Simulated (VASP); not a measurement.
# TePb3Se2 (P-3m1) in VASP: a series of runs

Runs on TePb3Se2. Level: PBE. Tasks: single point.

Program: VASP 6.6.1. These are calculated values, not measurements. Logs are shortened: lines on timing, memory, paths and dates and some standing lists are left out, and cuts for length are marked.

## (1) The cell of the first run

Symmetry: P-3m1, No. 164, trigonal system. Conventional cell: a = 4.478 Å, b = 4.478 Å, c = 10.971 Å, α = 90.00°, β = 90.00°, γ = 120.00°. Te (site symmetry -3m) has 6 Pb at 3.26 Å within 4.3 Å. Pb (site symmetry 3m) has 3 Se at 3.12 Å and 3 Te at 3.26 Å within 4.1 Å. Within 4.1 Å of Pb (site symmetry -3m) lie 6 Se at 3.13 Å. Se (site symmetry 3m) has 6 Pb at 3.12 to 3.13 Å within 4.1 Å.

## (2) Single point, PBE

The input, INCAR:

```
PREC = Accurate ; ENCUT = 520
EDIFF = 1E-7 ; ISMEAR = 0
SIGMA = 0.02 ; LREAL = False
LASPH = True ; NELM = 100
ALGO = Normal ; ISIF = 2
LWAVE = False ; LCHARG = False
GGA = PE ; NBANDS = 39
```

The input, KPOINTS:

```
Automatic mesh
0
Gamma
  12 12 4
```

The input, POSCAR:

```
TePb3Se2
1.0
    4.4778501341      0.0000000289      0.0000000000
   -2.2389250920      3.8779319560      0.0000000000
    0.0000000000      0.0000000000     10.9713542000
Te Pb Se
1 3 2
Direct
    0.0000000000      0.0000000000      0.5000000000
    0.3333333333      0.6666666667      0.6808210000
    0.6666666667      0.3333333333      0.3191790000
    0.0000000000      0.0000000000      0.0000000000
    0.3333333333      0.6666666667      0.1602730000
    0.6666666667      0.3333333333      0.8397270000
```

Potentials or basis: VASP PAW PBE potentials, release 64 (Te, Pb_d, Se).

Started as:

```bash
$ cat potpaw_PBE.64/Te/POTCAR potpaw_PBE.64/Pb_d/POTCAR potpaw_PBE.64/Se/POTCAR > POTCAR
$ mpirun -np 1 vasp_std > vasp.out
```

OUTCAR:

```text
PREC = Accurate
   ENCUT = 520
   EDIFF = 1E-7
   ISMEAR = 0
   LREAL = False
   LASPH = True
   NELM = 100
   ISIF = 2
   GGA = PE

 ion  position               nearest neighbor table
   1  0.000  0.000  0.500-   2 3.26   3 3.26   2 3.26   3 3.26   3 3.26   2 3.26
   2  0.333  0.667  0.681-   6 3.12   6 3.12   6 3.12   1 3.26   1 3.26   1 3.26
   3  0.667  0.333  0.319-   5 3.12   5 3.12   5 3.12   1 3.26   1 3.26   1 3.26
   4  0.000  0.000  0.000-   5 3.13   6 3.13   5 3.13   6 3.13   6 3.13   5 3.13
   5  0.333  0.667  0.160-   3 3.12   3 3.12   3 3.12   4 3.13   4 3.13   4 3.13
   6  0.667  0.333  0.840-   2 3.12   2 3.12   2 3.12   4 3.13   4 3.13   4 3.13

  LATTYP: Found a hexagonal cell.
 ALAT       =     4.4778501341
 C/A-ratio  =     2.4501387656

  Lattice vectors:

 A1 = (   4.4778501341,   0.0000000289,   0.0000000000)
 A2 = (  -2.2389250920,   3.8779319560,   0.0000000000)
 A3 = (   0.0000000000,   0.0000000000,  10.9713542000)

Analysis of symmetry for initial positions (statically):
=====================================================================
 Subroutine PRICEL returns:
 Original cell was already a primitive cell.

 Routine SETGRP: Setting up the symmetry group for a
 hexagonal supercell.

 Subroutine GETGRP returns: Found 12 space group operations
 (whereof 12 operations were pure point group operations)
 out of a pool of 24 trial point group operations.

The static configuration has the point symmetry D_3d.

Analysis of symmetry for dynamics (positions and initial velocities):
=====================================================================
 Subroutine PRICEL returns:
 Original cell was already a primitive cell.

 Routine SETGRP: Setting up the symmetry group for a
 hexagonal supercell.

 Subroutine GETGRP returns: Found 12 space group operations
 (whereof 12 operations were pure point group operations)
 out of a pool of 24 trial point group operations.

The dynamic configuration has the point symmetry D_3d.

 Subroutine INISYM returns: Found 12 space group operations
 (whereof 12 operations are pure point group operations),
 and found     1 'primitive' translations

----------------------------------------------------------------------------------------

                                     Primitive cell

  volume of cell :     190.5154

  direct lattice vectors                    reciprocal lattice vectors
     4.477850134  0.000000029  0.000000000     0.223321453  0.128934703  0.000000000
    -2.238925092  3.877931956  0.000000000    -0.000000002  0.257869402  0.000000000
     0.000000000  0.000000000 10.971354200     0.000000000  0.000000000  0.091146451

  length of vectors
     4.477850134  4.477850134 10.971354200     0.257869402  0.257869402  0.091146451

  position of ions in fractional coordinates (direct lattice)
     0.000000000  0.000000000  0.500000000
     0.333333333  0.666666667  0.680821000
     0.666666667  0.333333333  0.319179000
     0.000000000  0.000000000  0.000000000
     0.333333333  0.666666667  0.160273000
     0.666666667  0.333333333  0.839727000

  ion indices of the primitive-cell ions
   primitive index   ion index
                 1           1
                 2           2
                 3           3
                 4           4
                 5           5
                 6           6

----------------------------------------------------------------------------------------

 KPOINTS: Automatic mesh

Automatic generation of k-mesh.
 Grid dimensions read from file:
 generate k-points for:   12   12    4

 Generating k-lattice:

  Cartesian coordinates                     Fractional coordinates (reciprocal lattice)
     0.018610121  0.010744559  0.000000000     0.083333333 -0.000000000  0.000000000
    -0.000000000  0.021489117  0.000000000     0.000000000  0.083333333  0.000000000
     0.000000000  0.000000000  0.022786613     0.000000000  0.000000000  0.250000000

  Length of vectors
     0.021489117  0.021489117  0.022786613

  Shift w.r.t. Gamma in fractional coordinates (k-lattice)
     0.000000000  0.000000000  0.000000000

 Subroutine IBZKPT returns following result:
 ===========================================

 Found     69 irreducible k-points:

 Following reciprocal coordinates:
            Coordinates               Weight
  0.000000  0.000000  0.000000      1.000000
  0.083333  0.000000  0.000000      6.000000
  0.166667  0.000000  0.000000      6.000000
  0.250000  0.000000  0.000000      6.000000
  0.333333  0.000000  0.000000      6.000000
  0.416667  0.000000  0.000000      6.000000
[... 16 lines left out ...]
  0.166667  0.000000  0.250000      6.000000
 -0.000000  0.166667  0.250000      6.000000
 [... further k-points ...]
   k-points           NKPTS =     69   k-points in BZ     NKDIM =     69   number of bands    NBANDS=     39
   number of dos      NEDOS =    301   number of ions     NIONS =      6
   total plane-waves  NPLWV = 108864
   dimension x,y,z NGX =    36 NGY =   36 NGZ =   84
   dimension x,y,z NGXF=    72 NGYF=   72 NGZF=  168
   ions per type =               1   3   2
   NGX,Y,Z   is equivalent  to a cutoff of  13.37, 13.37, 12.73 a.u.
   NGXF,Y,Z  is equivalent  to a cutoff of  26.73, 26.73, 25.46 a.u.
 SYSTEM =  unknown system
   PREC   = accura    normal or accurate (medium, high low for compatibility)
   ISTART =      0    job   : 0-new  1-cont  2-samecut
   ICHARG =      2    charge: 1-file 2-atom 10-const
   ISPIN  =      1    spin polarized calculation?
   LNONCOLLINEAR =      F non collinear calculations
   LSORBIT =      F    spin-orbit coupling
   LASPH  =      T    aspherical Exc in radial PAW
   ENCUT  =  520.0 eV  38.22 Ry    6.18 a.u.   8.33  8.33 20.40*2*pi/ulx,y,z
   NELM   =    100;   NELMIN=  2; NELMDL= -5     # of ELM steps
   EDIFF  = 0.1E-06   stopping-criterion for ELM
   LREAL  =      F    real-space projection
   EDIFFG = 0.1E-05   stopping-criterion for IOM
   NSW    =      0    number of steps for IOM
   IBRION =     -1    ionic relax: 0-MD 1-quasi-New 2-CG
   NFREE  =      0    steps in history (QN), initial steepest desc. (CG)
   ISIF   =      2    stress and relaxation
   ISYM   =      2    0-nonsym 1-usesym 2-fastsym
   POTIM  = 0.5000    time-step for ionic-motion
   TEBEG  =    0.0;   TEEND  =   0.0 temperature during run
   PSTRESS=    0.0 pullay stress
   NELECT =      60.0000    total number of electrons
   NUPDOWN=      -1.0000    fix difference up-down
   EMIN   =  10.00;   EMAX   =-10.00  energy-range for DOS
   EFERMI =   0.00;   METHOD = LEGACY
   ISMEAR =     0;   SIGMA  =   0.02  broadening in eV -4-tet -1-fermi 0-gaus
   EFERMI_NEDOS =   21; number of points for ismear=-14 and -15
   IALGO  =     38    algorithm
   IMIX   =      4    mixing-type and parameters
     AMIX     =   0.40;   BMIX     =  1.00
     AMIX_MAG =   1.60;   BMIX_MAG =  1.00
  volume/ion in A,a.u.               =      31.75       214.28
  Fermi-wavevector in a.u.,A,eV,Ry     =   1.113821  2.104816 16.879339  1.240596
  Thomas-Fermi vector in A             =   2.250409
   LORBIT       =      0    0 simple, 1 ext, 2 COOP (PROOUT), +10 PAW based schemes
   GGA     = PE    functional components
   LHFCALC =     F    Hartree Fock is set to
   AEXX    =    0.0000 exact exchange contribution
   IVDW    =     0    specifies the selected vdW correction
   LEPSILON=     F    determine dielectric tensor
   LRPA    =     F    only Hartree local field effects (RPA)
 non-spin polarized calculation
 Gauss-broadening in eV      SIGMA  =   0.02
  energy-cutoff  :      520.00
  volume of cell :      190.52
 maximum number of plane-waves:      5174
 NGX is ok and might be reduce to    36
   NGX = 17   NGY = 17   NGZ = 41

 number of electron      60.0000006 magnetization

 Free energy of the ion-electron system (eV)
  ---------------------------------------------------
  ext. energy  EPLUGINS =         0.00000000
  ---------------------------------------------------
  free energy    TOTEN  =       -23.87979922 eV

  energy without entropy =      -23.87979922  energy(sigma->0) =      -23.87979922

 E-fermi :   4.7634     XC(G=0):  -9.2442

 val. band max:        4.6795467424   @ k =   0.0000   0.0000   0.5000
 cond. band min:       5.2516053806   @ k =   0.5000   0.0000   0.5000
 fundamental gap:      0.5720586382
 Fermi energy:         4.7633641663

 k-point     1 :       0.0000    0.0000    0.0000
  band No.  band energies     occupation
      1     -12.0401      2.00000
      2     -12.0392      2.00000
      3     -12.0392      2.00000
      4     -12.0284      2.00000
      5     -12.0284      2.00000
      6     -12.0161      2.00000
[... 31 lines left out ...]
     38       9.1191      0.00000
     39       9.1365      0.00000

 k-point     2 :       0.0833    0.0000    0.0000
  band No.  band energies     occupation
      1     -12.0426      2.00000
      2     -12.0393      2.00000
      3     -12.0384      2.00000
      4     -12.0289      2.00000
      5     -12.0279      2.00000
      6     -12.0181      2.00000
[... 31 lines left out ...]
     38       8.9318      0.00000
     39       8.9661      0.00000

 k-point     3 :       0.1667    0.0000    0.0000
  band No.  band energies     occupation
      1     -12.0528      2.00000
      2     -12.0379      2.00000
      3     -12.0373      2.00000
      4     -12.0298      2.00000
      5     -12.0254      2.00000
      6     -12.0233      2.00000
[... 31 lines left out ...]
     38       8.6271      0.00000
     39       8.8346      0.00000

 k-point     4 :       0.2500    0.0000    0.0000
  band No.  band energies     occupation
      1     -12.0680      2.00000
      2     -12.0384      2.00000
      3     -12.0377      2.00000
      4     -12.0295      2.00000
      5     -12.0293      2.00000
      6     -12.0203      2.00000
[... 31 lines left out ...]
     38       8.7991      0.00000
     39       9.3067      0.00000
[... 754 lines left out ...]
     38       9.0360      0.00000
     39       9.0393      0.00000

 k-point    23 :       0.1667    0.0000    0.2500
  band No.  band energies     occupation
      1     -12.0523      2.00000
      2     -12.0380      2.00000
      3     -12.0374      2.00000
      4     -12.0306      2.00000
      5     -12.0258      2.00000
      6     -12.0239      2.00000
[... 31 lines left out ...]
     38       8.6022      0.00000
     39       8.6377      0.00000

 k-point    24 :      -0.0000    0.1667    0.2500
  band No.  band energies     occupation
      1     -12.0532      2.00000
      2     -12.0378      2.00000
      3     -12.0372      2.00000
      4     -12.0302      2.00000
      5     -12.0252      2.00000
      6     -12.0198      2.00000
[... 31 lines left out ...]
     38       9.0442      0.00000
     39       9.0533      0.00000

 [... further k-points ...]
[... 5 lines left out ...]
  --------------------------------------------------------------------------------------
  -------------------------------------------------------------------------------------
  Total       -0.0287193     -0.0287193     -0.0253734     -0.0000000      0.0000000     -0.0000000
  in kB       -0.2415207     -0.2415207     -0.2133826     -0.0000000      0.0000000     -0.0000000
  external PRESSURE =      -0.2321414 kB  Pullay stress =       0.0000000 kB

 VOLUME and BASIS-vectors are now :
 -----------------------------------------------------------------------------
  energy-cutoff  :      520.00
  volume of cell :      190.52
      direct lattice vectors                 reciprocal lattice vectors
     4.477850134  0.000000029  0.000000000     0.223321453  0.128934703  0.000000000
    -2.238925092  3.877931956  0.000000000    -0.000000002  0.257869402  0.000000000
     0.000000000  0.000000000 10.971354200     0.000000000  0.000000000  0.091146451

 POSITION                                       TOTAL-FORCE (eV/Angst)
 -----------------------------------------------------------------------------------
      0.00000      0.00000      5.48568         0.000000      0.000000      0.000000
     -0.00000      2.58529      7.46953        -0.000000      0.000000     -0.001586
      2.23893      1.29264      3.50183         0.000000     -0.000000      0.001586
      0.00000      0.00000      0.00000         0.000000      0.000000      0.000000
     -0.00000      2.58529      1.75841        -0.000000      0.000000      0.000372
      2.23893      1.29264      9.21294        -0.000000      0.000000     -0.000372
 -----------------------------------------------------------------------------------
    total drift:                                0.000000      0.000000      0.000000

  FREE ENERGIE OF THE ION-ELECTRON SYSTEM (eV)
  ---------------------------------------------------
  free  energy   TOTEN  =       -23.8797992210 eV

  energy  without entropy=      -23.8797992210  energy(sigma->0) =      -23.87979922
```

Wall time 7.3 min (1 thread of AMD EPYC 7R13 (Zen 3), shared host); peak memory 0.59 GiB.

Results:

* Free energy: -23.8798 eV
* Pressure: 0.0 GPa
* Band gap on the k mesh: 0.57 eV, indirect (least direct gap 0.58 eV)

Caveat: spin-orbit coupling is left out, which moves the levels of the heavy elements.

[end of part 1 of 2]
